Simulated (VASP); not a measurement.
Wanted: the native input for a VASP 6.6.1 run.

| Property | Result |
| --- | --- |
| Task | single point |
| Functional | r2SCAN |
| Potentials or basis | VASP PAW PBE potentials, release 64 (Pb_d, S) |
| Cutoff | 520 eV |
| k mesh | 8 × 8 × 8 |
| Occupations | gaussian, width 0.01 eV |
| Spin | no spin polarisation |
| Dipole correction | no |
| Further INCAR settings | ALGO = Normal; EDIFF = 1e-07; NBANDS = 17 |

Crystal: PbS.

```
Pb S
1.0
     0.00000    2.97057    2.97057
     2.97057    0.00000    2.97057
     2.97057    2.97057    0.00000
Pb S
1 1
Direct
  0.00000 0.00000 0.00000
  0.50000 0.50000 0.50000
```

The input as run:

POSCAR

```
PbS
1.0
    0.0000000000      2.9705684010      2.9705684010
    2.9705684010      0.0000000000      2.9705684010
    2.9705684010      2.9705684010      0.0000000000
Pb S
1 1
Direct
    0.0000000000      0.0000000000      0.0000000000
    0.5000000000      0.5000000000      0.5000000000
```

INCAR.step1

```
  PREC = Accurate
  ENCUT = 520
  ISMEAR = 0
  SIGMA = 0.01
  LREAL = False
  LASPH = True
  NELM = 80
  NBANDS = 17
  GGA = PE
  ALGO = Normal
  EDIFF = 1E-4
  LWAVE = True
  LCHARG = False
```

INCAR.step2

```
  PREC = Accurate
  ENCUT = 520
  EDIFF = 1E-7
  ISMEAR = 0
  SIGMA = 0.01
  LREAL = False
  LASPH = True
  NELM = 80
  ALGO = Normal
  ISIF = 2
  LWAVE = False
  LCHARG = False
  METAGGA = R2SCAN
  LMIXTAU = True
  NBANDS = 17
  ISTART = 1
```

KPOINTS

```
Automatic mesh
0
Gamma
  8 8 8
```

Potentials or basis: VASP PAW PBE potentials, release 64 (Pb_d, S).

Run with:

```bash
$ cat potpaw_PBE.64/Pb_d/POTCAR potpaw_PBE.64/S/POTCAR > POTCAR
$ cp INCAR.step1 INCAR
$ mpirun -np 1 vasp_std > vasp.out
$ cp INCAR.step2 INCAR
$ mpirun -np 1 vasp_std > vasp.out
```

It gave:

```
Pressure               : 1.0 GPa
Band gap on the k mesh : 0.64 eV
```

Caveat: the PAW data sets were made with another functional, which shifts forces and pressure a little; spin-orbit coupling is left out, which moves the levels of the heavy elements.

Run time: 43 s on 1 thread of Intel(R) Xeon(R) Platinum 8559C (Emerald Rapids) (shared host), peak memory 0.19 GiB.
